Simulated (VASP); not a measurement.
Here is a VASP 6.6.1 calculation.

INCAR

```
SYSTEM = Re
PREC = Accurate ; ENCUT = 520
EDIFF = 1E-7 ; ISMEAR = 0
SIGMA = 0.1 ; LREAL = .FALSE.
LASPH = .TRUE. ; NELM = 80
ALGO = Normal ; ISIF = 2
LWAVE = .FALSE. ; LCHARG = .TRUE.
LDIPOL = .TRUE. ; IDIPOL = 3
DIPOL = 0.5 0.5 0.495 ; GGA = CA
LELF = .TRUE. ; LVHAR = .TRUE.
LVACPOTAV = .TRUE. ; NBANDS = 18
```

Contents of KPOINTS:

```
Automatic mesh
0
G
  11 11 1
  0 0 0
```

POSCAR

```
Re
1.0
    2.7298127531      0.0000000000      0.0000000000
    0.0000000000      2.7298127531      0.0000000000
    0.0000000000      0.0000000000     17.8605382181
Re
3
Direct
    0.5000000000      0.5000000000      0.3919254792
    0.0000000000      0.0000000000      0.4946444806
    0.5000000000      0.5000000000      0.5973594745
```

Potentials or basis: VASP PAW LDA potentials, release 64 (Re).

Run with:

```sh
$ cat potpaw_LDA.64/Re/POTCAR > POTCAR
$ mpirun -np 1 vasp_std > vasp.out
```

What does it give for the largest force?

0.067 eV/Å.

Forces in eV/Å, atoms in the order of the input:
```
Re   0.000  0.000 -0.067
Re   0.000  0.000  0.000
Re   0.000  0.000  0.067
```
